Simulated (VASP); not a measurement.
Wanted: the native input for a VASP 6.6.1 run.

* Task: single point
* Functional: PBEsol
* Potentials or basis: VASP PAW PBE potentials, release 64 (In_d, P)
* Cutoff: 520 eV
* k mesh: 11 × 11 × 11
* Occupations: fermi-dirac, width 0.03 eV
* Spin: no spin polarisation
* Dipole correction: no
* Further INCAR settings: ALGO = Normal; EDIFF = 1e-06; NBANDS = 16

The structure of InP lies in POSCAR:

```
InP
1.0
    0.0000000000      2.9406500000      2.8550000000
    2.9406500000      0.0000000000      2.8550000000
    2.9406500000      2.9406500000      0.0000000000
In P
1 1
Direct
    0.0000000000      0.0000000000      0.0000000000
    0.5000000000      0.5000000000      0.5000000000
```

This cell differs from its parent crystal: equal xx and yy strain of +3 %.

These files were run (other wordings do the same):

INCAR

```
SYSTEM = InP
PREC = Accurate
ENCUT = 520
EDIFF = 1E-6
ISMEAR = -1
SIGMA = 0.03
LREAL = .False.
LASPH = .True.
NELM = 60
ALGO = Normal
ISIF = 2
LWAVE = .False.
LCHARG = .True.
GGA = PS
LELF = .True.
LVHAR = .True.
NBANDS = 16
```

KPOINTS

```
regular mesh
0
Gamma
  11 11 11
  0 0 0
```

Potentials or basis: VASP PAW PBE potentials, release 64 (In_d, P).

The run is started by

```console
$ cat potpaw_PBE.64/In_d/POTCAR potpaw_PBE.64/P/POTCAR > POTCAR
$ mpirun -np 1 vasp_std > vasp.out
```

It gave:

```
Pressure               : -10.1 GPa
Band gap on the k mesh : zero (band 9 reaches 5.50 eV, above the bottom of band 10 at 3.28 eV)
```

Caveat: the cell differs from its parent crystal (equal xx and yy strain of +3 %); the PAW data sets were made with another functional, which shifts forces and pressure a little; spin-orbit coupling is left out, which moves the levels of the heavy elements.

Wall time 36 s on 1 thread of Intel(R) Xeon(R) 6975P-C (Granite Rapids), with other jobs on the host, peak memory 0.24 GiB.
